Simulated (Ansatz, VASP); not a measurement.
# Zr in VASP and in Ansatz

```xyz
1
Lattice="0.0000 2.2634 2.2634 2.2634 0.0000 2.2634 2.2634 2.2634 0.0000" Properties=species:S:1:pos:R:3 pbc="T T T"
Zr    0.0000    0.0000    0.0000
```

Alike in both runs: functional PBE; k mesh 22 × 22 × 22; occupations gaussian, width 0.1 eV; no spin polarisation.

Ansatz relaxed the structure, and its values are those at the end. VASP's run is a single point on that final structure, the one shown.

|  | VASP | Ansatz |
| --- | --- | --- |
| version | VASP 6.6.1 | Ansatz 0.2.0 |
| potentials or method | VASP PAW PBE potentials, release 64 (Zr_sv), cutoff 520 eV | scalar-relativistic, plane waves, PAW |
| valence electrons in the cell | 12 | 12 |

```tsv
	VASP	Ansatz	Ansatz less VASP
gap on the k mesh at the Fermi level (eV)	none	none	-
pressure (GPa)	0.0	0.0	-0.01
```

A gap of «none» marks a metal or a gap that the smearing closes. The functional is the same, so the differences come from potentials, cutoffs and numerics.
